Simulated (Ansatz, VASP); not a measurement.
# Two plane-wave programs on HgTe

```
Hg Te
1.0
     0.00000    3.21450    3.21450
     3.21450    0.00000    3.21450
     3.21450    3.21450    0.00000
Hg Te
1 1
Cartesian
  0.0000 0.0000 0.0000
  4.8217 4.8217 4.8217
```

Alike in both runs: task single point; functional HSE06; k mesh 3 × 3 × 3; occupations fermi-dirac, width 0.05 eV; non-collinear spin, spin-orbit coupling.

|  | VASP | Ansatz |
| --- | --- | --- |
| version | VASP 6.6.1 | Ansatz 0.2.0 |
| potentials or method | VASP PAW PBE potentials, release 64 (Hg, Te) | Ansatz PAW |
| plane-wave cutoff (eV) | 520 | 420 |
| valence electrons in the cell | 18 | 36 |

VASP gave:

- pressure (GPa): 4.1
- net moment per atom (μB): 0.00

Q: What did Ansatz give for the same quantities?

A: Pressure (GPa): 3.9; net moment per atom (μB): 0.00.

VASP's potentials hold 18 valence electrons a cell and Ansatz's 36, so a difference there can come from the potentials and not from the codes.

The k mesh is coarse, so the values compare programs but aren't converged.
